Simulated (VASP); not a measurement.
# Ta2N (P3m1) in VASP: single point with PBE

Aim: the single point of Ta2N with PBE.

Program: VASP 6.6.1. These are calculated values, not measurements. Logs are shortened: lines on timing, memory, paths and dates and some standing lists are left out, and cuts for length are marked.

## 1. The cell of the first run

It takes space group P3m1 (No. 156, trigonal). Conventional cell: a = 3.101 Å, b = 3.101 Å, c = 4.882 Å, α = 90.00°, β = 90.00°, γ = 120.00°. Within 3.0 Å of Ta (site symmetry 3m) lie 3 N at 2.30 Å and 3 Ta at 2.83 Å. Within 2.9 Å of Ta (site symmetry 3m) lie 3 N at 2.18 Å and 3 Ta at 2.83 Å. N (site symmetry 3m) has 6 Ta at 2.18 to 2.30 Å within 2.9 Å.

## 2. Single point, PBE (atom 1 (Ta) moved by (+0.000, -0.200) A along [1 1 0] and z)

Input file INCAR:

```
PREC = Accurate
ENCUT = 520
EDIFF = 1E-6
ISMEAR = 0
SIGMA = 0.15
LREAL = False
LASPH = True
NELM = 60
ALGO = Normal
ISIF = 2
LWAVE = False
LCHARG = False
GGA = PE
NBANDS = 20
```

Input file KPOINTS:

```
regular mesh
0
Gamma
  18 18 10
```

Input file POSCAR:

```
Ta2N
1.0
    3.1011400556      0.0000000000      0.0000000000
   -1.5505700278      2.6856660688      0.0000000000
    0.0000000000      0.0000000000      4.8818900623
Ta N
2 1
Direct
    0.6666666667      0.3333333333      0.7039372928
    0.3333333333      0.6666666667      0.2550949678
    0.0000000000      0.0000000000      0.0000000000
```

Potentials or basis: VASP PAW PBE potentials, release 64 (Ta_pv, N).

Started as:

```bash
cat potpaw_PBE.64/Ta_pv/POTCAR potpaw_PBE.64/N/POTCAR > POTCAR
mpirun -np 1 vasp_std > vasp.out
```

OUTCAR:

```text
PREC = Accurate
   ENCUT = 520
   EDIFF = 1E-6
   ISMEAR = 0
   LREAL = False
   LASPH = True
   NELM = 60
   ISIF = 2
   GGA = PE

 ion  position               nearest neighbor table
   1  0.667  0.333  0.704-   3 2.30   3 2.30   3 2.30   2 2.83   2 2.83   2 2.83   2 3.23   2 3.23
                             2 3.23
   2  0.333  0.667  0.255-   3 2.18   3 2.18   3 2.18   1 2.83   1 2.83   1 2.83   1 3.23   1 3.23
                             1 3.23
   3  0.000  0.000  0.000-   2 2.18   2 2.18   2 2.18   1 2.30   1 2.30   1 2.30

  LATTYP: Found a hexagonal cell.
 ALAT       =     3.1011400556
 C/A-ratio  =     1.5742243094

  Lattice vectors:

 A1 = (   3.1011400556,   0.0000000000,   0.0000000000)
 A2 = (  -1.5505700278,   2.6856660688,   0.0000000000)
 A3 = (   0.0000000000,   0.0000000000,   4.8818900623)

Analysis of symmetry for initial positions (statically):
=====================================================================
 Subroutine PRICEL returns:
 Original cell was already a primitive cell.

 Routine SETGRP: Setting up the symmetry group for a
 hexagonal supercell.

 Subroutine GETGRP returns: Found  6 space group operations
 (whereof  6 operations were pure point group operations)
 out of a pool of 24 trial point group operations.

The static configuration has the point symmetry C_3v.

Analysis of symmetry for dynamics (positions and initial velocities):
=====================================================================
 Subroutine PRICEL returns:
 Original cell was already a primitive cell.

 Routine SETGRP: Setting up the symmetry group for a
 hexagonal supercell.

 Subroutine GETGRP returns: Found  6 space group operations
 (whereof  6 operations were pure point group operations)
 out of a pool of 24 trial point group operations.

The dynamic configuration has the point symmetry C_3v.

 Subroutine INISYM returns: Found  6 space group operations
 (whereof  6 operations are pure point group operations),
 and found     1 'primitive' translations

----------------------------------------------------------------------------------------

                                     Primitive cell

  volume of cell :      40.6594

  direct lattice vectors                    reciprocal lattice vectors
     3.101140056  0.000000000  0.000000000     0.322462057  0.186173555  0.000000000
    -1.550570028  2.685666069  0.000000000     0.000000000  0.372347110  0.000000000
     0.000000000  0.000000000  4.881890062     0.000000000  0.000000000  0.204838697

  length of vectors
     3.101140056  3.101140056  4.881890062     0.372347110  0.372347110  0.204838697

  position of ions in fractional coordinates (direct lattice)
     0.666666667  0.333333333  0.703937293
     0.333333333  0.666666667  0.255094968
     0.000000000  0.000000000  0.000000000

  ion indices of the primitive-cell ions
   primitive index   ion index
                 1           1
                 2           2
                 3           3

----------------------------------------------------------------------------------------

 KPOINTS: regular mesh

Automatic generation of k-mesh.
 Grid dimensions read from file:
 generate k-points for:   18   18   10

 Generating k-lattice:

  Cartesian coordinates                     Fractional coordinates (reciprocal lattice)
     0.017914559  0.010342975  0.000000000     0.055555556 -0.000000000  0.000000000
     0.000000000  0.020685951  0.000000000     0.000000000  0.055555556  0.000000000
     0.000000000  0.000000000  0.020483870     0.000000000  0.000000000  0.100000000

  Length of vectors
     0.020685951  0.020685951  0.020483870

  Shift w.r.t. Gamma in fractional coordinates (k-lattice)
     0.000000000  0.000000000  0.000000000

 Subroutine IBZKPT returns following result:
 ===========================================

 Found    330 irreducible k-points:

 Following reciprocal coordinates:
            Coordinates               Weight
  0.000000  0.000000  0.000000      1.000000
  0.055556 -0.000000  0.000000      6.000000
  0.111111 -0.000000  0.000000      6.000000
  0.166667 -0.000000  0.000000      6.000000
  0.222222 -0.000000  0.000000      6.000000
  0.277778  0.000000  0.000000      6.000000
[... 16 lines left out ...]
  0.333333  0.111111  0.000000     12.000000
  0.388889  0.111111  0.000000     12.000000
 [... further k-points ...]
   k-points           NKPTS =    330   k-points in BZ     NKDIM =    330   number of bands    NBANDS=     20
   number of dos      NEDOS =    301   number of ions     NIONS =      3
   total plane-waves  NPLWV =  20736
   dimension x,y,z NGX =    24 NGY =   24 NGZ =   36
   dimension x,y,z NGXF=    48 NGYF=   48 NGZF=   72
   ions per type =               2   1
   NGX,Y,Z   is equivalent  to a cutoff of  12.87, 12.87, 12.26 a.u.
   NGXF,Y,Z  is equivalent  to a cutoff of  25.73, 25.73, 24.52 a.u.
 SYSTEM =  unknown system
   PREC   = accura    normal or accurate (medium, high low for compatibility)
   ISTART =      0    job   : 0-new  1-cont  2-samecut
   ICHARG =      2    charge: 1-file 2-atom 10-const
   ISPIN  =      1    spin polarized calculation?
   LNONCOLLINEAR =      F non collinear calculations
   LSORBIT =      F    spin-orbit coupling
   LASPH  =      T    aspherical Exc in radial PAW
   ENCUT  =  520.0 eV  38.22 Ry    6.18 a.u.   5.77  5.77  9.08*2*pi/ulx,y,z
   NELM   =     60;   NELMIN=  2; NELMDL= -5     # of ELM steps
   EDIFF  = 0.1E-05   stopping-criterion for ELM
   LREAL  =      F    real-space projection
   EDIFFG = 0.1E-04   stopping-criterion for IOM
   NSW    =      0    number of steps for IOM
   IBRION =     -1    ionic relax: 0-MD 1-quasi-New 2-CG
   NFREE  =      0    steps in history (QN), initial steepest desc. (CG)
   ISIF   =      2    stress and relaxation
   ISYM   =      2    0-nonsym 1-usesym 2-fastsym
   POTIM  = 0.5000    time-step for ionic-motion
   TEBEG  =    0.0;   TEEND  =   0.0 temperature during run
   PSTRESS=    0.0 pullay stress
   NELECT =      27.0000    total number of electrons
   NUPDOWN=      -1.0000    fix difference up-down
   EMIN   =  10.00;   EMAX   =-10.00  energy-range for DOS
   EFERMI =   0.00;   METHOD = LEGACY
   ISMEAR =     0;   SIGMA  =   0.15  broadening in eV -4-tet -1-fermi 0-gaus
   EFERMI_NEDOS =   21; number of points for ismear=-14 and -15
   IALGO  =     38    algorithm
   IMIX   =      4    mixing-type and parameters
     AMIX     =   0.40;   BMIX     =  1.00
     AMIX_MAG =   1.60;   BMIX_MAG =  1.00
  volume/ion in A,a.u.               =      13.55        91.46
  Fermi-wavevector in a.u.,A,eV,Ry     =   1.428266  2.699030 27.755102  2.039942
  Thomas-Fermi vector in A             =   2.548346
   LORBIT       =      0    0 simple, 1 ext, 2 COOP (PROOUT), +10 PAW based schemes
   GGA     = PE    functional components
   LHFCALC =     F    Hartree Fock is set to
   AEXX    =    0.0000 exact exchange contribution
   IVDW    =     0    specifies the selected vdW correction
   LEPSILON=     F    determine dielectric tensor
   LRPA    =     F    only Hartree local field effects (RPA)
 non-spin polarized calculation
 Gauss-broadening in eV      SIGMA  =   0.15
  energy-cutoff  :      520.00
  volume of cell :       40.66
 maximum number of plane-waves:      1112
   NGX = 11   NGY = 11   NGZ = 19

 number of electron      26.9999998 magnetization

 Free energy of the ion-electron system (eV)
  ---------------------------------------------------
  ext. energy  EPLUGINS =         0.00000000
  ---------------------------------------------------
  free energy    TOTEN  =       -34.06375739 eV

  energy without entropy =      -34.04776349  energy(sigma->0) =      -34.05576044

 E-fermi :   7.5133     XC(G=0): -12.8799

 val. band max:        7.5114427321   @ k =   0.0000   0.3333   0.2000
 cond. band min:       7.5134422995   @ k =  -0.0556   0.2778   0.3000
 fundamental gap:      0.0019995675
 Fermi energy:         7.5132962886

 k-point     1 :       0.0000    0.0000    0.0000
  band No.  band energies     occupation
      1     -28.1705      2.00000
      2     -27.4140      2.00000
      3     -27.4140      2.00000
      4     -27.2441      2.00000
      5     -27.2441      2.00000
      6     -27.1500      2.00000
[... 12 lines left out ...]
     19       8.2952      0.00000
     20      12.8771      0.00000

 k-point     2 :       0.0556   -0.0000    0.0000
  band No.  band energies     occupation
      1     -28.1613      2.00000
      2     -27.4358      2.00000
      3     -27.4208      2.00000
      4     -27.2630      2.00000
      5     -27.2457      2.00000
      6     -27.1501      2.00000
[... 12 lines left out ...]
     19       8.6732      0.00000
     20      12.7598      0.00000

 k-point     3 :       0.1111   -0.0000    0.0000
  band No.  band energies     occupation
      1     -28.1344      2.00000
      2     -27.4961      2.00000
      3     -27.4397      2.00000
      4     -27.3168      2.00000
      5     -27.2505      2.00000
      6     -27.1534      2.00000
[... 12 lines left out ...]
     19       9.2232      0.00000
     20      12.4651      0.00000

 k-point     4 :       0.1667   -0.0000    0.0000
  band No.  band energies     occupation
      1     -28.0922      2.00000
      2     -27.5841      2.00000
      3     -27.4676      2.00000
      4     -27.3961      2.00000
      5     -27.2587      2.00000
      6     -27.1649      2.00000
[... 12 lines left out ...]
     19       9.9938      0.00000
     20      12.1194      0.00000

 k-point     5 :       0.2222   -0.0000    0.0000
  band No.  band energies     occupation
      1     -28.0391      2.00000
      2     -27.6880      2.00000
      3     -27.5006      2.00000
      4     -27.4873      2.00000
      5     -27.2700      2.00000
      6     -27.1870      2.00000
[... 12 lines left out ...]
     19      10.8015      0.00000
     20      11.9279      0.00000
[... 353 lines left out ...]
      6     -27.2289      2.00000
[... 12 lines left out ...]
     19      11.5454      0.00000
     20      12.2806      0.00000

 k-point    22 :       0.2778    0.1111    0.0000
  band No.  band energies     occupation
      1     -27.9341      2.00000
      2     -27.8704      2.00000
      3     -27.6975      2.00000
      4     -27.5375      2.00000
      5     -27.3382      2.00000
      6     -27.2694      2.00000
[... 12 lines left out ...]
     19      11.7234      0.00000
     20      12.6905      0.00000

 k-point    23 :       0.3333    0.1111    0.0000
  band No.  band energies     occupation
      1     -27.9722      2.00000
      2     -27.8934      2.00000
      3     -27.6918      2.00000
      4     -27.5749      2.00000
      5     -27.3531      2.00000
      6     -27.3140      2.00000
[... 12 lines left out ...]
     19      11.9330      0.00000
     20      12.6241      0.00000

 k-point    24 :       0.3889    0.1111    0.0000
  band No.  band energies     occupation
      1     -28.0176      2.00000
      2     -27.9014      2.00000
      3     -27.6688      2.00000
      4     -27.5931      2.00000
      5     -27.3655      2.00000
      6     -27.3514      2.00000
[... 12 lines left out ...]
     19      12.1634      0.00000
     20      12.5771      0.00000

 [... further k-points ...]
[... 5 lines left out ...]
  --------------------------------------------------------------------------------------
  -------------------------------------------------------------------------------------
  Total       -0.2840704     -0.2840704      0.8567769      0.0000000      0.0000000      0.0000000
  in kB      -11.1937396    -11.1937396     33.7611288      0.0000000      0.0000000      0.0000000
  external PRESSURE =       3.7912165 kB  Pullay stress =       0.0000000 kB

 VOLUME and BASIS-vectors are now :
 -----------------------------------------------------------------------------
  energy-cutoff  :      520.00
  volume of cell :       40.66
      direct lattice vectors                 reciprocal lattice vectors
     3.101140056  0.000000000  0.000000000     0.322462057  0.186173555  0.000000000
    -1.550570028  2.685666069  0.000000000     0.000000000  0.372347110  0.000000000
     0.000000000  0.000000000  4.881890062     0.000000000  0.000000000  0.204838697

 POSITION                                       TOTAL-FORCE (eV/Angst)
 -----------------------------------------------------------------------------------
      1.55057      0.89522      3.43654        -0.000000     -0.000000      3.259806
     -0.00000      1.79044      1.24535         0.000000      0.000000     -2.024828
      0.00000      0.00000      0.00000         0.000000     -0.000000     -1.234978
 -----------------------------------------------------------------------------------
    total drift:                               -0.000000      0.000000      0.000099

  FREE ENERGIE OF THE ION-ELECTRON SYSTEM (eV)
  ---------------------------------------------------
  free  energy   TOTEN  =       -34.0637573930 eV

  energy  without entropy=      -34.0477634929  energy(sigma->0) =      -34.05576044
```

Wall time 1.9 min (1 thread of Intel Xeon Platinum 8559C (Emerald Rapids), shared host); peak memory 0.35 GiB.

Results:

```
Free energy   : -34.0638 eV
Pressure      : 0.4 GPa
Largest force : 3.260 eV/Å
```

Forces on the atoms (eV/Å):
```
Ta   0.000  0.000  3.260
Ta   0.000  0.000 -2.025
N    0.000  0.000 -1.235
```

Stress tensor (GPa, compression positive):
```
-1.12  0.00  0.00
 0.00 -1.12  0.00
 0.00  0.00  3.38
```

Levels at points of the mesh, in eV from the Fermi level:
| k point | band 10 | band 11 | band 12 | band 13 | band 14 | band 15 | band 16 | band 17 |
| --- | --- | --- | --- | --- | --- | --- | --- | --- |
| (0.00, 0.00, 0.00) | -5.19 | -5.19 | -0.87 | -0.49 | -0.49 | 0.10 | 0.56 | 0.56 |
| (0.50, 0.00, 0.00) | -5.75 | -4.69 | -2.76 | -1.19 | 1.42 | 1.66 | 3.84 | 4.03 |
| (0.00, 0.00, 0.50) | -5.46 | -3.72 | -2.06 | -1.11 | -1.11 | 1.87 | 2.43 | 2.43 |
| (0.50, 0.00, 0.50) | -5.37 | -3.21 | -2.28 | -1.85 | -1.16 | 0.09 | 3.69 | 4.01 |

Caveat: the cell differs from its parent crystal (atom 1 (Ta) moved by (+0.000, -0.200) A along [1 1 0] and z); spin-orbit coupling is left out, which moves the levels of the heavy elements; forces of over 1 eV/Å act on the atoms, so gaps and moduli don't describe the material at rest.
